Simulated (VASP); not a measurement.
# ZnO (P6_3mc) in VASP: further runs

The runs below take ZnO through single point, with PBE.

Program: VASP 6.6.1. These are calculated values, not measurements. Logs are shortened: lines on timing, memory, paths and dates and some standing lists are left out, and cuts for length are marked.

**1. The cell of the first run**

The structure is hexagonal, space group P6_3mc (No. 186). Conventional cell: a = 3.205 Å, b = 3.205 Å, c = 10.413 Å, α = 90.00°, β = 90.00°, γ = 120.00°. Within 2.6 Å of Zn (site symmetry 3m) lie 4 O at 1.96 Å. Zn (site symmetry 3m) has 4 O at 1.96 Å within 2.6 Å. Within 2.6 Å of O (site symmetry 3m) lie 4 Zn at 1.96 Å. Within 2.6 Å of O (site symmetry 3m) lie 4 Zn at 1.96 Å.

**2. Single point, PBE (volume changed by -6%)**

INCAR reads:

```
  ALGO = Normal
  EDIFF = 1E-6
  ENCUT = 520
  GGA = PE
  ISIF = 2
  ISMEAR = 0
  LASPH = True
  LCHARG = True
  LELF = True
  LREAL = False
  LVHAR = True
  LWAVE = False
  NBANDS = 46
  NELM = 100
  PREC = Accurate
  SIGMA = 0.01
```

KPOINTS reads:

```
k-points
0
Gamma
  9 9 2
```

POSCAR reads:

```
ZnO
1.0
    3.2050025020      0.0000000000      0.0000000000
   -1.6025012510      2.7756135859      0.0000000000
    0.0000000000      0.0000000000     10.4132773869
Zn O
4 4
Direct
    0.0000000000      0.0000000000     -0.0005573107
    0.3333333333      0.6666666667      0.2496497194
    0.0000000000      0.0000000000      0.4994426893
    0.6666666667      0.3333333333      0.7496497194
    0.0000000000      0.0000000000      0.1880731350
    0.3333333333      0.6666666667      0.4378344562
    0.0000000000      0.0000000000      0.6880731350
    0.6666666667      0.3333333333      0.9378344562
```

Potentials or basis: VASP PAW PBE potentials, release 64 (Zn, O).

Run with:

```console
$ cat potpaw_PBE.64/Zn/POTCAR potpaw_PBE.64/O/POTCAR > POTCAR
$ mpirun -np 1 vasp_std > vasp.out
```

OUTCAR:

```text
EDIFF = 1E-6
   ENCUT = 520
   GGA = PE
   ISIF = 2
   ISMEAR = 0
   LASPH = True
   LREAL = False
   NELM = 100
   PREC = Accurate

 ion  position               nearest neighbor table
   1  0.000  0.000  0.999-   8 1.96   8 1.96   8 1.96   5 1.96
   2  0.333  0.667  0.250-   5 1.96   5 1.96   5 1.96   6 1.96
   3  0.000  0.000  0.499-   6 1.96   6 1.96   6 1.96   7 1.96
   4  0.667  0.333  0.750-   7 1.96   7 1.96   7 1.96   8 1.96
   5  0.000  0.000  0.188-   2 1.96   2 1.96   2 1.96   1 1.96
   6  0.333  0.667  0.438-   3 1.96   3 1.96   3 1.96   2 1.96
   7  0.000  0.000  0.688-   4 1.96   4 1.96   4 1.96   3 1.96
   8  0.667  0.333  0.938-   1 1.96   1 1.96   1 1.96   4 1.96

  LATTYP: Found a hexagonal cell.
 ALAT       =     3.2050025020
 C/A-ratio  =     3.2490699712

  Lattice vectors:

 A1 = (   3.2050025020,   0.0000000000,   0.0000000000)
 A2 = (  -1.6025012510,   2.7756135859,   0.0000000000)
 A3 = (   0.0000000000,   0.0000000000,  10.4132773869)

Analysis of symmetry for initial positions (statically):
=====================================================================
 Subroutine PRICEL returns:
 Original cell was already a primitive cell.

 Routine SETGRP: Setting up the symmetry group for a
 hexagonal supercell.

 Subroutine GETGRP returns: Found 12 space group operations
 (whereof  6 operations were pure point group operations)
 out of a pool of 24 trial point group operations.

The static configuration has the point symmetry C_3v.
 The point group associated with its full space group is C_6v.

Analysis of symmetry for dynamics (positions and initial velocities):
=====================================================================
 Subroutine PRICEL returns:
 Original cell was already a primitive cell.

 Routine SETGRP: Setting up the symmetry group for a
 hexagonal supercell.

 Subroutine GETGRP returns: Found 12 space group operations
 (whereof  6 operations were pure point group operations)
 out of a pool of 24 trial point group operations.

The dynamic configuration has the point symmetry C_3v.
 The point group associated with its full space group is C_6v.

 Subroutine INISYM returns: Found 12 space group operations
 (whereof  6 operations are pure point group operations),
 and found     1 'primitive' translations

----------------------------------------------------------------------------------------

                                     Primitive cell

  volume of cell :      92.6349

  direct lattice vectors                    reciprocal lattice vectors
     3.205002502  0.000000000  0.000000000     0.312012237  0.180140349  0.000000000
    -1.602501251  2.775613586  0.000000000     0.000000000  0.360280698  0.000000000
     0.000000000  0.000000000 10.413277387     0.000000000  0.000000000  0.096031246

  length of vectors
     3.205002502  3.205002502 10.413277387     0.360280698  0.360280698  0.096031246

  position of ions in fractional coordinates (direct lattice)
     0.000000000  0.000000000  0.999442689
     0.333333333  0.666666667  0.249649719
     0.000000000  0.000000000  0.499442689
     0.666666667  0.333333333  0.749649719
     0.000000000  0.000000000  0.188073135
     0.333333333  0.666666667  0.437834456
     0.000000000  0.000000000  0.688073135
     0.666666667  0.333333333  0.937834456

  ion indices of the primitive-cell ions
   primitive index   ion index
                 1           1
                 2           2
                 3           3
                 4           4
                 5           5
                 6           6
                 7           7
                 8           8

----------------------------------------------------------------------------------------

 KPOINTS: k-points

Automatic generation of k-mesh.
 Grid dimensions read from file:
 generate k-points for:    9    9    2

 Generating k-lattice:

  Cartesian coordinates                     Fractional coordinates (reciprocal lattice)
     0.034668026  0.020015594  0.000000000     0.111111111  0.000000000  0.000000000
     0.000000000  0.040031189  0.000000000     0.000000000  0.111111111  0.000000000
     0.000000000  0.000000000  0.048015623     0.000000000  0.000000000  0.500000000

  Length of vectors
     0.040031189  0.040031189  0.048015623

  Shift w.r.t. Gamma in fractional coordinates (k-lattice)
     0.000000000  0.000000000  0.000000000

 Subroutine IBZKPT returns following result:
 ===========================================

 Found     24 irreducible k-points:

 Following reciprocal coordinates:
            Coordinates               Weight
  0.000000  0.000000  0.000000      1.000000
  0.111111  0.000000  0.000000      6.000000
  0.222222  0.000000  0.000000      6.000000
  0.333333  0.000000  0.000000      6.000000
  0.444444  0.000000  0.000000      6.000000
  0.111111  0.111111  0.000000      6.000000
[... 16 lines left out ...]
  0.333333  0.222222  0.500000     12.000000
  0.333333  0.333333  0.500000      2.000000
   k-points           NKPTS =     24   k-points in BZ     NKDIM =     24   number of bands    NBANDS=     46
   number of dos      NEDOS =    301   number of ions     NIONS =      8
   total plane-waves  NPLWV =  46080
   dimension x,y,z NGX =    24 NGY =   24 NGZ =   80
   dimension x,y,z NGXF=    48 NGYF=   48 NGZF=  160
   ions per type =               4   4
   NGX,Y,Z   is equivalent  to a cutoff of  12.45, 12.45, 12.77 a.u.
   NGXF,Y,Z  is equivalent  to a cutoff of  24.90, 24.90, 25.54 a.u.
 SYSTEM =  unknown system
   PREC   = accura    normal or accurate (medium, high low for compatibility)
   ISTART =      0    job   : 0-new  1-cont  2-samecut
   ICHARG =      2    charge: 1-file 2-atom 10-const
   ISPIN  =      1    spin polarized calculation?
   LNONCOLLINEAR =      F non collinear calculations
   LSORBIT =      F    spin-orbit coupling
   LASPH  =      T    aspherical Exc in radial PAW
   ENCUT  =  520.0 eV  38.22 Ry    6.18 a.u.   5.96  5.96 19.36*2*pi/ulx,y,z
   NELM   =    100;   NELMIN=  2; NELMDL= -5     # of ELM steps
   EDIFF  = 0.1E-05   stopping-criterion for ELM
   LREAL  =      F    real-space projection
   EDIFFG = 0.1E-04   stopping-criterion for IOM
   NSW    =      0    number of steps for IOM
   IBRION =     -1    ionic relax: 0-MD 1-quasi-New 2-CG
   NFREE  =      0    steps in history (QN), initial steepest desc. (CG)
   ISIF   =      2    stress and relaxation
   ISYM   =      2    0-nonsym 1-usesym 2-fastsym
   POTIM  = 0.5000    time-step for ionic-motion
   TEBEG  =    0.0;   TEEND  =   0.0 temperature during run
   PSTRESS=    0.0 pullay stress
   NELECT =      72.0000    total number of electrons
   NUPDOWN=      -1.0000    fix difference up-down
   EMIN   =  10.00;   EMAX   =-10.00  energy-range for DOS
   EFERMI =   0.00;   METHOD = LEGACY
   ISMEAR =     0;   SIGMA  =   0.01  broadening in eV -4-tet -1-fermi 0-gaus
   EFERMI_NEDOS =   21; number of points for ismear=-14 and -15
   IALGO  =     38    algorithm
   IMIX   =      4    mixing-type and parameters
     AMIX     =   0.40;   BMIX     =  1.00
     AMIX_MAG =   1.60;   BMIX_MAG =  1.00
  volume/ion in A,a.u.               =      11.58        78.14
  Fermi-wavevector in a.u.,A,eV,Ry     =   1.505199  2.844415 30.825706  2.265625
  Thomas-Fermi vector in A             =   2.616079
   LORBIT       =      0    0 simple, 1 ext, 2 COOP (PROOUT), +10 PAW based schemes
   GGA     = PE    functional components
   LHFCALC =     F    Hartree Fock is set to
   AEXX    =    0.0000 exact exchange contribution
   IVDW    =     0    specifies the selected vdW correction
   LEPSILON=     F    determine dielectric tensor
   LRPA    =     F    only Hartree local field effects (RPA)
 non-spin polarized calculation
 Gauss-broadening in eV      SIGMA  =   0.01
  energy-cutoff  :      520.00
  volume of cell :       92.63
 maximum number of plane-waves:      2538
 NGX is ok and might be reduce to    24
   NGX = 11   NGY = 11   NGZ = 39

 number of electron      71.9999996 magnetization

 Free energy of the ion-electron system (eV)
  ---------------------------------------------------
  ext. energy  EPLUGINS =         0.00000000
  ---------------------------------------------------
  free energy    TOTEN  =       -35.48901174 eV

  energy without entropy =      -35.48901174  energy(sigma->0) =      -35.48901174

 E-fermi :   1.5217     XC(G=0): -11.0632

 val. band max:        1.4583183362   @ k =   0.0000   0.0000   0.0000
 cond. band min:       2.2191134771   @ k =   0.0000   0.0000   0.0000
 fundamental gap:      0.7607951409
 Fermi energy:         1.5216594150

 k-point     1 :       0.0000    0.0000    0.0000
  band No.  band energies     occupation
      1     -16.8562      2.00000
      2     -16.5069      2.00000
      3     -16.4812      2.00000
      4     -16.1075      2.00000
      5      -4.6576      2.00000
      6      -4.6151      2.00000
[... 38 lines left out ...]
     45      14.5993      0.00000
     46      14.7435      0.00000

 k-point     2 :       0.1111    0.0000    0.0000
  band No.  band energies     occupation
      1     -16.7844      2.00000
      2     -16.4525      2.00000
      3     -16.4268      2.00000
      4     -16.0747      2.00000
      5      -4.6919      2.00000
      6      -4.6520      2.00000
[... 38 lines left out ...]
     45      13.8340      0.00000
     46      14.0783      0.00000

 k-point     3 :       0.2222    0.0000    0.0000
  band No.  band energies     occupation
      1     -16.5928      2.00000
      2     -16.3116      2.00000
      3     -16.2864      2.00000
      4     -15.9958      2.00000
      5      -4.7872      2.00000
      6      -4.7478      2.00000
[... 38 lines left out ...]
     45      12.5445      0.00000
     46      13.0247      0.00000

 k-point     4 :       0.3333    0.0000    0.0000
  band No.  band energies     occupation
      1     -16.3489      2.00000
      2     -16.1458      2.00000
      3     -16.1216      2.00000
      4     -15.9205      2.00000
      5      -4.8769      2.00000
      6      -4.8206      2.00000
[... 920 lines left out ...]
     45      12.0826      0.00000
     46      12.0826      0.00000

 k-point    23 :       0.3333    0.2222    0.5000
  band No.  band energies     occupation
      1     -16.0391      2.00000
      2     -16.0391      2.00000
      3     -15.9205      2.00000
      4     -15.9205      2.00000
      5      -4.5634      2.00000
      6      -4.5634      2.00000
[... 38 lines left out ...]
     45      11.6035      0.00000
     46      11.6035      0.00000

 k-point    24 :       0.3333    0.3333    0.5000
  band No.  band energies     occupation
      1     -15.9648      2.00000
      2     -15.9648      2.00000
      3     -15.9381      2.00000
      4     -15.9381      2.00000
      5      -4.4626      2.00000
      6      -4.4626      2.00000
[... 38 lines left out ...]
     45      11.3251      0.00000
     46      11.3251      0.00000

------------------------ aborting loop because EDIFF is reached ----------------------------------------

  FORCE on cell =-STRESS in cart. coord.  units (eV):
  Direction    XX          YY          ZZ          XY          YZ          ZX
  --------------------------------------------------------------------------------------
  -------------------------------------------------------------------------------------
  Total        5.9686873      5.9686873      5.9339510      0.0000000      0.0000000      0.0000000
  in kB      103.2320604    103.2320604    102.6312746      0.0000000      0.0000000      0.0000000
  external PRESSURE =     103.0317985 kB  Pullay stress =       0.0000000 kB

 VOLUME and BASIS-vectors are now :
 -----------------------------------------------------------------------------
  energy-cutoff  :      520.00
  volume of cell :       92.63
      direct lattice vectors                 reciprocal lattice vectors
     3.205002502  0.000000000  0.000000000     0.312012237  0.180140349  0.000000000
    -1.602501251  2.775613586  0.000000000     0.000000000  0.360280698  0.000000000
     0.000000000  0.000000000 10.413277387     0.000000000  0.000000000  0.096031246

 POSITION                                       TOTAL-FORCE (eV/Angst)
 -----------------------------------------------------------------------------------
      0.00000      0.00000     10.40747         0.000000     -0.000000      0.014314
     -0.00000      1.85041      2.59967         0.000000      0.000000     -0.011007
      0.00000      0.00000      5.20084        -0.000000     -0.000000      0.014314
      1.60250      0.92520      7.80631        -0.000000     -0.000000     -0.011007
      0.00000      0.00000      1.95846        -0.000000     -0.000000     -0.007287
     -0.00000      1.85041      4.55929        -0.000000      0.000000      0.003980
      0.00000      0.00000      7.16510         0.000000     -0.000000     -0.007287
      1.60250      0.92520      9.76593         0.000000     -0.000000      0.003980
 -----------------------------------------------------------------------------------
    total drift:                                0.000002      0.000004     -0.003026

  FREE ENERGIE OF THE ION-ELECTRON SYSTEM (eV)
  ---------------------------------------------------
  free  energy   TOTEN  =       -35.4890117397 eV

  energy  without entropy=      -35.4890117397  energy(sigma->0) =      -35.48901174
```

It took 54 s on 1 thread of Intel Xeon 6975P-C (Granite Rapids), shared host; peak memory 0.24 GiB.

What came out:

- Free energy: -35.4890 eV
- Pressure: 10.3 GPa
- Largest force: 0.014 eV/Å
- Band gap on the k mesh: 0.76 eV, direct

Forces in eV/Å, atoms in the order of the input:
```
Zn   0.000  0.000  0.014
Zn   0.000  0.000 -0.011
Zn   0.000  0.000  0.014
Zn   0.000  0.000 -0.011
O    0.000  0.000 -0.007
O    0.000  0.000  0.004
O    0.000  0.000 -0.007
O    0.000  0.000  0.004
```

(Continued in part 2 of 2.)
